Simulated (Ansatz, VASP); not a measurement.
# One calculation of Hg, two programs

The input POSCAR:

```
Hg
1.0
    1.8778599936      1.0841829728      2.1547276236
   -1.8778599936      1.0841829728      2.1547276236
    0.0000000000     -2.1683659456      2.1547276235
Hg
1
Direct
    0.0000000000      0.0000000000      0.0000000000
```

Contents of INCAR.step1:

```
SYSTEM = Hg
  PREC = Accurate
  ENCUT = 520
  ISMEAR = -1
  SIGMA = 0.1
  LREAL = .FALSE.
  LASPH = .TRUE.
  NELM = 60
  NBANDS = 12
  GGA = PE
  ALGO = Normal
  EDIFF = 1E-4
  LWAVE = .TRUE.
  LCHARG = .FALSE.
```

The input INCAR.step2:

```
SYSTEM = Hg
  PREC = Accurate
  ENCUT = 520
  EDIFF = 1E-7
  ISMEAR = -1
  SIGMA = 0.1
  LREAL = .FALSE.
  LASPH = .TRUE.
  NELM = 60
  ALGO = Normal
  ISIF = 2
  LWAVE = .FALSE.
  LCHARG = .FALSE.
  METAGGA = R2SCAN
  LMIXTAU = .TRUE.
  NBANDS = 12
  ISTART = 1
```

Contents of KPOINTS:

```
Automatic mesh
0
G
  9 9 9
  0 0 0
```

Input for Ansatz:

```yaml
crystal:
  lattice:
    - [1.8778599936, 1.0841829728, 2.1547276236]
    - [-1.8778599936, 1.0841829728, 2.1547276236]
    - [0.0, -2.1683659456, 2.1547276235]
  atoms:
    - { symbol: Hg, position: [0.0, 0.0, 0.0] }
hamiltonian:
  xc: r2scan
  pseudopotentials:
    kind: paw
    azcp:
      Hg: "pseudopotentials/Hg.paw.azcp"
basis:
  ecutwfc: 500
  fft_grid_basis: typed
kpoints:
  mp_grid: { grid: [9, 9, 9], shift: [0, 0, 0] }
magnetization:
  spin_polarized: false
scf:
  occupations: { method: fermi_dirac, width: 0.1 }
  lower_state_search: "off"
output:
  stress: true
```

Alike in both runs: task single point; functional r2SCAN; k mesh 9 × 9 × 9; occupations fermi-dirac, width 0.1 eV; no spin polarisation.

|  | VASP | Ansatz |
| --- | --- | --- |
| version | VASP 6.6.1 | Ansatz 0.2.0 |
| potentials or method | VASP PAW PBE potentials, release 64 (Hg), cutoff 520 eV | plane waves (500 eV) with PAW, scalar-relativistic |
| valence electrons in the cell | 12 | 20 |

Ansatz gave:

| Property | Result |
| --- | --- |
| pressure (GPa) | 0.1 |
| traceless stress, the component that is largest in VASP (GPa) | -0.01 |

Estimate VASP's values.

pressure (GPa): 0.5; traceless stress, the component that is largest in VASP (GPa): 0.13.

VASP's potentials were made for PBE, not for r2SCAN. With one functional, cell and mesh, what is left measures potentials, basis and numerics. VASP's potentials hold 12 valence electrons a cell and Ansatz's 20, so a difference there can come from the potentials and not from the codes.

Spin-orbit coupling is off throughout.
